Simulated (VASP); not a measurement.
# Si (I4_1/amd) in VASP: further runs, part 2 of 2

VASP 6.6.1.

### Step 4. Single point, LDA (strain +0.040 along x and y, +0.040 along z)

The input, INCAR:

```
PREC     = Accurate       # precision mode
ENCUT    = 520            # plane-wave cutoff, eV
EDIFF    = 1E-6           # SCF threshold, eV
ISMEAR   = 0              # smearing method
SIGMA    = 0.15           # smearing width, eV
LREAL    = F              # projectors in reciprocal space
LASPH    = T              # aspherical terms in the spheres
NELM     = 100            # most SCF steps
ALGO     = Normal         # electronic algorithm
ISIF     = 2              # what is computed and relaxed
LWAVE    = F              # write WAVECAR
LCHARG   = T              # write CHGCAR
GGA      = CA             # functional
LELF     = T              # ELF
LVHAR    = T            
NBANDS   = 11             # bands
```

The input, KPOINTS:

```
Automatic mesh
0
Gamma
  20 20 20
```

The input, POSCAR:

```
Si
1.0
   -2.4662271967      2.4662271967      1.3824360055
    2.4662271967     -2.4662271967      1.3824360055
    2.4662271967      2.4662271967     -1.3824360055
Si
2
Direct
    0.2500000000      0.7500000000      0.5000000000
    0.5000000000      0.5000000000      0.0000000000
```

Potentials or basis: VASP PAW LDA potentials, release 64 (Si).

The run is started by

```
> cat potpaw_LDA.64/Si/POTCAR > POTCAR
> mpirun -np 1 vasp_std > vasp.out
```

OUTCAR:

```text
PREC = Accurate
   ENCUT = 520
   EDIFF = 1E-6
   ISMEAR = 0
   LREAL = F
   LASPH = T
   NELM = 100
   ISIF = 2
   GGA = CA

 ion  position               nearest neighbor table
   1  0.250  0.750  0.500-   2 2.56   2 2.56   2 2.56   2 2.56
   2  0.500  0.500  0.000-   1 2.56   1 2.56   1 2.56   1 2.56

  LATTYP: Found a body centered tetragonal cell.
 ALAT       =     4.9324543934
 C/A-ratio  =     0.5605468983

  Lattice vectors:

 A1 = (  -2.4662271967,   2.4662271967,   1.3824360055)
 A2 = (   2.4662271967,  -2.4662271967,   1.3824360055)
 A3 = (   2.4662271967,   2.4662271967,  -1.3824360055)

Analysis of symmetry for initial positions (statically):
=====================================================================
 Subroutine PRICEL returns:
 Original cell was already a primitive cell.

 Routine SETGRP: Setting up the symmetry group for a
 body centered tetragonal supercell.

 Subroutine GETGRP returns: Found 16 space group operations
 (whereof  8 operations were pure point group operations)
 out of a pool of 16 trial point group operations.

The static configuration has the point symmetry D_2d.
 The point group associated with its full space group is D_4h.

Analysis of symmetry for dynamics (positions and initial velocities):
=====================================================================
 Subroutine PRICEL returns:
 Original cell was already a primitive cell.

 Routine SETGRP: Setting up the symmetry group for a
 body centered tetragonal supercell.

 Subroutine GETGRP returns: Found 16 space group operations
 (whereof  8 operations were pure point group operations)
 out of a pool of 16 trial point group operations.

The dynamic configuration has the point symmetry D_2d.
 The point group associated with its full space group is D_4h.

 Subroutine INISYM returns: Found 16 space group operations
 (whereof  8 operations are pure point group operations),
[... 120 lines left out ...]
   LORBIT       =      0    0 simple, 1 ext, 2 COOP (PROOUT), +10 PAW based schemes
   GGA     = CA    functional components
   LHFCALC =     F    Hartree Fock is set to
   AEXX    =    0.0000 exact exchange contribution
   IVDW    =     0    specifies the selected vdW correction
   LEPSILON=     F    determine dielectric tensor
   LRPA    =     F    only Hartree local field effects (RPA)
 non-spin polarized calculation
 Gauss-broadening in eV      SIGMA  =   0.15
  energy-cutoff  :      520.00
  volume of cell :       33.63
 maximum number of plane-waves:       923
   NGX = 13   NGY = 13   NGZ = 13

 number of electron       8.0000000 magnetization

 Free energy of the ion-electron system (eV)
  ---------------------------------------------------
  ext. energy  EPLUGINS =         0.00000000
  ---------------------------------------------------
  free energy    TOTEN  =       -11.35360577 eV

  energy without entropy =      -11.34451085  energy(sigma->0) =      -11.34905831

 E-fermi :   7.9006     XC(G=0): -10.6019

 val. band max:        7.8959364062   @ k =  -0.3000   0.5000   0.1500
 cond. band min:       7.9034532408   @ k =   0.3000   0.1000   0.0500
 fundamental gap:      0.0075168346
 Fermi energy:         7.9005790152

 k-point     1 :       0.0000    0.0000    0.0000
  band No.  band energies     occupation
      1      -4.9640      2.00000
      2       5.6821      2.00000
      3       5.7160      2.00000
      4       5.7160      2.00000
      5       9.9464      0.00000
      6      14.8958      0.00000
      7      15.8615      0.00000
      8      15.9833      0.00000
      9      15.9833      0.00000
     10      17.7766      0.00000
     11      17.8842      0.00000
[... 309 lines left out ...]
 k-point    24 :      -0.3500    0.0500    0.0000
  band No.  band energies     occupation
      1      -2.5789      2.00000
      2       3.7752      2.00000
      3       5.5502      2.00000
      4       6.6196      2.00000
      5       9.2453      0.00000
      6      11.5041      0.00000
      7      11.7824      0.00000
      8      12.4113      0.00000
      9      15.0198      0.00000
     10      15.4627      0.00000
     11      18.9838      0.00000

 [... further k-points ...]

------------------------ aborting loop because EDIFF is reached ----------------------------------------

  FORCE on cell =-STRESS in cart. coord.  units (eV):
  Direction    XX          YY          ZZ          XY          YZ          ZX
  --------------------------------------------------------------------------------------
  -------------------------------------------------------------------------------------
  Total       -2.3408139     -2.3408139     -2.2301810      0.0000000      0.0000000      0.0000000
  in kB     -111.5080642   -111.5080642   -106.2379039      0.0000000      0.0000000      0.0000000
  external PRESSURE =    -109.7513441 kB  Pullay stress =       0.0000000 kB

 VOLUME and BASIS-vectors are now :
 -----------------------------------------------------------------------------
  energy-cutoff  :      520.00
  volume of cell :       33.63
      direct lattice vectors                 reciprocal lattice vectors
    -2.466227197  2.466227197  1.382436006     0.000000000  0.202738823  0.361680395
     2.466227197 -2.466227197  1.382436006     0.202738823  0.000000000  0.361680395
     2.466227197  2.466227197 -1.382436006     0.202738823  0.202738823  0.000000000

 POSITION                                       TOTAL-FORCE (eV/Angst)
 -----------------------------------------------------------------------------------
      2.46623      0.00000      0.69122        -0.000000      0.000000      0.000000
      0.00000      0.00000      1.38244         0.000000     -0.000000     -0.000000
 -----------------------------------------------------------------------------------
    total drift:                                0.000000      0.000000      0.000000

  FREE ENERGIE OF THE ION-ELECTRON SYSTEM (eV)
  ---------------------------------------------------
  free  energy   TOTEN  =       -11.3536057694 eV

  energy  without entropy=      -11.3445108486  energy(sigma->0) =      -11.34905831
```

Run time: 1.7 min. Hardware: 1 thread of Intel Xeon Platinum 8488C (Sapphire Rapids), shared host; peak memory 0.28 GiB.

Results:

- Free energy: -11.3536 eV
- Pressure: -11.0 GPa
- Band gap on the k mesh: zero (band 4 reaches 10.06 eV, above the bottom of band 5 at 4.19 eV)

Caveat: the cell differs from its parent crystal (strain +0.040 along x and y, +0.040 along z).

### Step 5. Single point, LDA (strain +0.040 along x and y, +0.080 along z)

The input, INCAR:

```
  ALGO = Normal
  EDIFF = 1E-6
  ENCUT = 520
  ISIF = 2
  ISMEAR = 0
  LASPH = T
  LCHARG = F
  LREAL = F
  LWAVE = F
  NBANDS = 11
  NELM = 60
  PREC = Accurate
  SIGMA = 0.15
```

The input, KPOINTS:

```
k-points
0
Gamma
  20 20 20
```

The input, POSCAR:

```
Si
1.0
   -2.4662271967      2.4662271967      1.4356066211
    2.4662271967     -2.4662271967      1.4356066211
    2.4662271967      2.4662271967     -1.4356066211
Si
2
Direct
    0.2500000000      0.7500000000      0.5000000000
    0.5000000000      0.5000000000      0.0000000000
```

Potentials or basis: VASP PAW LDA potentials, release 64 (Si).

The run is started by

```
> cat potpaw_LDA.64/Si/POTCAR > POTCAR
> mpirun -np 1 vasp_std > vasp.out
```

OUTCAR:

```text
EDIFF = 1E-6
   ENCUT = 520
   ISIF = 2
   ISMEAR = 0
   LASPH = T
   LREAL = F
   NELM = 60
   PREC = Accurate

 ion  position               nearest neighbor table
   1  0.250  0.750  0.500-   2 2.57   2 2.57   2 2.57   2 2.57
   2  0.500  0.500  0.000-   1 2.57   1 2.57   1 2.57   1 2.57

  LATTYP: Found a body centered tetragonal cell.
 ALAT       =     4.9324543934
 C/A-ratio  =     0.5821063943

  Lattice vectors:

 A1 = (  -2.4662271967,   2.4662271967,   1.4356066211)
 A2 = (   2.4662271967,  -2.4662271967,   1.4356066211)
[... 515 lines left out ...]
      7      11.1935      0.00000
      8      12.0557      0.00000
      9      14.5879      0.00000
     10      15.0665      0.00000
     11      18.7132      0.00000

 [... further k-points ...]
[... 5 lines left out ...]
  --------------------------------------------------------------------------------------
  -------------------------------------------------------------------------------------
  Total       -2.7065381     -2.7065381     -2.8481306      0.0000000     -0.0000000      0.0000000
  in kB     -124.1546860   -124.1546860   -130.6498355      0.0000000     -0.0000000      0.0000000
  external PRESSURE =    -126.3197358 kB  Pullay stress =       0.0000000 kB

 VOLUME and BASIS-vectors are now :
 -----------------------------------------------------------------------------
  energy-cutoff  :      520.00
  volume of cell :       34.93
      direct lattice vectors                 reciprocal lattice vectors
    -2.466227197  2.466227197  1.435606621     0.000000000  0.202738823  0.348284824
     2.466227197 -2.466227197  1.435606621     0.202738823  0.000000000  0.348284824
     2.466227197  2.466227197 -1.435606621     0.202738823  0.202738823  0.000000000

 POSITION                                       TOTAL-FORCE (eV/Angst)
 -----------------------------------------------------------------------------------
      2.46623      0.00000      0.71780         0.000000     -0.000000     -0.000000
      0.00000      0.00000      1.43561        -0.000000      0.000000      0.000000
 -----------------------------------------------------------------------------------
    total drift:                                0.000000      0.000000      0.000000

  FREE ENERGIE OF THE ION-ELECTRON SYSTEM (eV)
  ---------------------------------------------------
  free  energy   TOTEN  =       -11.2572435801 eV

  energy  without entropy=      -11.2487586415  energy(sigma->0) =      -11.25300111
```

OSZICAR:

```text
N       E                     dE             d eps       ncg     rms          rms(c)
DAV:   1     0.411383673988E+01    0.41138E+01   -0.32936E+03 14110   0.598E+02
DAV:   2    -0.108625935108E+02   -0.14976E+02   -0.14472E+02 18313   0.792E+01
DAV:   3    -0.112919257504E+02   -0.42933E+00   -0.42664E+00 18229   0.115E+01
DAV:   4    -0.112941725559E+02   -0.22468E-02   -0.22465E-02 17010   0.106E+00
DAV:   5    -0.112941867425E+02   -0.14187E-04   -0.14186E-04 17729   0.769E-02    0.344E+00
DAV:   6    -0.112702201032E+02    0.23967E-01   -0.85975E-03 16348   0.398E-01    0.196E+00
DAV:   7    -0.112573053176E+02    0.12915E-01   -0.17332E-02 15844   0.582E-01    0.180E-01
DAV:   8    -0.112572565926E+02    0.48725E-04   -0.10553E-03 16670   0.180E-01    0.357E-02
DAV:   9    -0.112572434519E+02    0.13141E-04   -0.32905E-05 17412   0.303E-02    0.256E-02
DAV:  10    -0.112572435801E+02   -0.12819E-06   -0.18995E-06 15261   0.858E-03
   1 F= -.11257244E+02 E0= -.11253001E+02  d E =-.848494E-02
```

Run time: 90 s. Hardware: 1 thread of Intel Xeon Platinum 8488C (Sapphire Rapids), shared host; peak memory 0.29 GiB.

What came out:

* Free energy: -11.2572 eV
* Pressure: -12.6 GPa
* Band gap on the k mesh: zero (band 4 reaches 9.84 eV, above the bottom of band 5 at 3.89 eV)

Stress tensor (GPa, compression positive):
```
-12.42   0.00   0.00
  0.00 -12.42   0.00
  0.00   0.00 -13.06
```

Levels at points of the mesh, in eV from the Fermi level:
```
           k point  band 2  band 3  band 4  band 5  band 6  band 7
(0.00, 0.00, 0.00)   -1.93   -1.93   -1.86    2.31    6.35    7.03
(0.50, 0.00, 0.00)   -6.20   -1.78   -1.73   -1.69    1.49    3.93
(0.50, 0.50, 0.00)   -9.67    0.65    0.65    2.79    2.79    6.39
(0.50, 0.50, 0.50)   -7.58   -5.81   -5.81    4.29    4.29   11.43
```

Caveat: the cell differs from its parent crystal (strain +0.040 along x and y, +0.080 along z).

### Step 6. Single point, LDA (strain +0.080 along x and y, +0.040 along z)

The input, INCAR:

```
PREC     = Accurate       # precision mode
ENCUT    = 520            # plane-wave cutoff, eV
EDIFF    = 1E-6           # SCF threshold, eV
ISMEAR   = 0              # smearing method
SIGMA    = 0.15           # smearing width, eV
LREAL    = False          # projectors in reciprocal space
LASPH    = True           # aspherical terms in the spheres
NELM     = 60             # most SCF steps
ALGO     = Normal         # electronic algorithm
ISIF     = 2              # what is computed and relaxed
LWAVE    = False          # write WAVECAR
LCHARG   = True           # write CHGCAR
LELF     = True           # ELF
LVHAR    = True         
NBANDS   = 11             # bands
```

The input, KPOINTS:

```
Automatic mesh
0
Gamma
  20 20 20
```

The input, POSCAR:

```
Si
1.0
   -2.5610820889      2.5610820889      1.3824360055
    2.5610820889     -2.5610820889      1.3824360055
    2.5610820889      2.5610820889     -1.3824360055
Si
2
Direct
    0.2500000000      0.7500000000      0.5000000000
    0.5000000000      0.5000000000      0.0000000000
```

Potentials or basis: VASP PAW LDA potentials, release 64 (Si).

The run is started by

```
> cat potpaw_LDA.64/Si/POTCAR > POTCAR
> mpirun -np 1 vasp_std > vasp.out
```

OUTCAR:

```text
PREC = Accurate
   ENCUT = 520
   EDIFF = 1E-6
   ISMEAR = 0
   LREAL = False
   LASPH = True
   NELM = 60
   ISIF = 2

 ion  position               nearest neighbor table
   1  0.250  0.750  0.500-   2 2.65   2 2.65   2 2.65   2 2.65
   2  0.500  0.500  0.000-   1 2.65   1 2.65   1 2.65   1 2.65

  LATTYP: Found a body centered tetragonal cell.
 ALAT       =     5.1221641778
 C/A-ratio  =     0.5397859020

  Lattice vectors:

 A1 = (  -2.5610820889,   2.5610820889,   1.3824360055)
 A2 = (   2.5610820889,  -2.5610820889,   1.3824360055)
 A3 = (   2.5610820889,   2.5610820889,  -1.3824360055)

Analysis of symmetry for initial positions (statically):
=====================================================================
 Subroutine PRICEL returns:
 Original cell was already a primitive cell.

 Routine SETGRP: Setting up the symmetry group for a
 body centered tetragonal supercell.

 Subroutine GETGRP returns: Found 16 space group operations
 (whereof  8 operations were pure point group operations)
 out of a pool of 16 trial point group operations.

The static configuration has the point symmetry D_2d.
 The point group associated with its full space group is D_4h.

Analysis of symmetry for dynamics (positions and initial velocities):
[... 165 lines left out ...]
 fundamental gap:      0.0053466726
 Fermi energy:         7.0191705398

 k-point     1 :       0.0000    0.0000    0.0000
  band No.  band energies     occupation
      1      -5.2381      2.00000
      2       4.0686      2.00000
      3       4.8409      2.00000
      4       4.8409      2.00000
      5       9.2355      0.00000
      6      14.0846      0.00000
      7      14.3012      0.00000
      8      14.3012      0.00000
      9      15.0500      0.00000
     10      16.4331      0.00000
     11      16.7194      0.00000
[... 309 lines left out ...]
 k-point    24 :      -0.3500    0.0500    0.0000
  band No.  band energies     occupation
      1      -2.9136      2.00000
      2       2.8214      2.00000
      3       4.8907      2.00000
      4       6.0785      2.00000
      5       8.3789      0.00000
      6      10.0607      0.00000
      7      10.9866      0.00000
      8      11.2174      0.00000
      9      13.9899      0.00000
     10      14.4909      0.00000
     11      17.1570      0.00000

 [... further k-points ...]
[... 5 lines left out ...]
  --------------------------------------------------------------------------------------
  -------------------------------------------------------------------------------------
  Total       -3.5188871     -3.5188871     -3.0475794      0.0000000      0.0000000      0.0000000
  in kB     -155.4403927   -155.4403927   -134.6212389      0.0000000      0.0000000      0.0000000
  external PRESSURE =    -148.5006748 kB  Pullay stress =       0.0000000 kB

 VOLUME and BASIS-vectors are now :
 -----------------------------------------------------------------------------
  energy-cutoff  :      520.00
  volume of cell :       36.27
      direct lattice vectors                 reciprocal lattice vectors
    -2.561082089  2.561082089  1.382436006     0.000000000  0.195229978  0.361680395
     2.561082089 -2.561082089  1.382436006     0.195229978  0.000000000  0.361680395
     2.561082089  2.561082089 -1.382436006     0.195229978  0.195229978  0.000000000

 POSITION                                       TOTAL-FORCE (eV/Angst)
 -----------------------------------------------------------------------------------
      2.56108      0.00000      0.69122        -0.000000      0.000000      0.000000
      0.00000      0.00000      1.38244         0.000000     -0.000000     -0.000000
 -----------------------------------------------------------------------------------
    total drift:                                0.000000     -0.000000      0.000000

  FREE ENERGIE OF THE ION-ELECTRON SYSTEM (eV)
  ---------------------------------------------------
  free  energy   TOTEN  =       -11.1301414770 eV

  energy  without entropy=      -11.1203177201  energy(sigma->0) =      -11.12522960
```

Wall time 1.9 min (1 thread of Intel Xeon Platinum 8488C (Sapphire Rapids), shared host); peak memory 0.3 GiB.

Results:

| Property | Result |
| --- | --- |
| Free energy | -11.1301 eV |
| Pressure | -14.9 GPa |
| Band gap on the k mesh | zero (band 4 reaches 8.66 eV, above the bottom of band 5 at 3.67 eV) |

Caveat: the cell differs from its parent crystal (strain +0.080 along x and y, +0.040 along z).

### Step 7. Single point, LDA (strain +0.080 along x and y, +0.080 along z)

The input, INCAR:

```
PREC = Accurate
ENCUT = 520
EDIFF = 1E-6
ISMEAR = 0
SIGMA = 0.15
LREAL = False
LASPH = True
NELM = 100
ALGO = Normal
ISIF = 2
LWAVE = False
LCHARG = False
NBANDS = 11
```

KPOINTS is that of step 6.

The input, POSCAR:

```
Si
1.0
   -2.5610820889      2.5610820889      1.4356066211
    2.5610820889     -2.5610820889      1.4356066211
    2.5610820889      2.5610820889     -1.4356066211
Si
2
Direct
    0.2500000000      0.7500000000      0.5000000000
    0.5000000000      0.5000000000      0.0000000000
```

The run is started by

```
> cat potpaw_LDA.64/Si/POTCAR > POTCAR
> mpirun -np 1 vasp_std > vasp.out
```

Run time: 2.2 min. Hardware: 1 thread of Intel Xeon Platinum 8488C (Sapphire Rapids), shared host; peak memory 0.3 GiB.

The run converged. Its results:

```yaml
Free_energy: -11.0061 eV
Pressure: -16.0 GPa
Band_gap_on_the_k_mesh: zero (band 4 reaches 8.45 eV, above the bottom of band 5 at 3.36 eV)
```

Stress tensor (GPa, compression positive):
```
-16.51   0.00   0.00
  0.00 -16.51   0.00
  0.00   0.00 -14.93
```

Levels at points of the mesh, in eV from the Fermi level:
```tsv
k point	band 1	band 2	band 3	band 4	band 5	band 6	band 7	band 8	band 9
(0.00, 0.00, 0.00)	-11.97	-2.62	-1.94	-1.94	2.45	6.46	7.08	7.26	7.26
(0.50, 0.00, 0.00)	-7.13	-5.74	-1.93	-1.68	-1.41	1.74	3.54	4.80	7.94
(0.50, 0.50, 0.00)	-9.32	-9.32	0.50	0.50	2.23	2.23	6.55	6.55	8.64
(0.50, 0.50, 0.50)	-7.57	-7.57	-5.41	-5.41	4.81	4.81	10.25	10.25	12.18
```

Caveat: the cell differs from its parent crystal (strain +0.080 along x and y, +0.080 along z).

### Step 8. Overview

```tsv
cell	gap on the mesh (eV)	pressure (GPa)
a = 3.648 Å, angles 98.9, 98.9, 133.7°, 2 atoms	none	-6.7
a = 3.840 Å, angles 96.3, 96.3, 141.2°, 2 atoms	none	-10.2
a = 3.752 Å, angles 97.8, 97.8, 136.8°, 2 atoms	none	-11.0
a = 3.772 Å, angles 98.3, 98.3, 135.3°, 2 atoms	none	-12.6
a = 3.877 Å, angles 97.3, 97.3, 138.2°, 2 atoms	none	-14.9
a = 3.896 Å, angles 97.8, 97.8, 136.8°, 2 atoms	none	-16.0
```

Alike in all rows: task single point; level LDA; potentials or basis VASP PAW LDA potentials, release 64 (Si); no spin polarisation; k mesh 20 × 20 × 20; cutoff (eV) 520; smearing gaussian 0.15 eV.

Absolute energies hang on the potentials; compare differences alone.
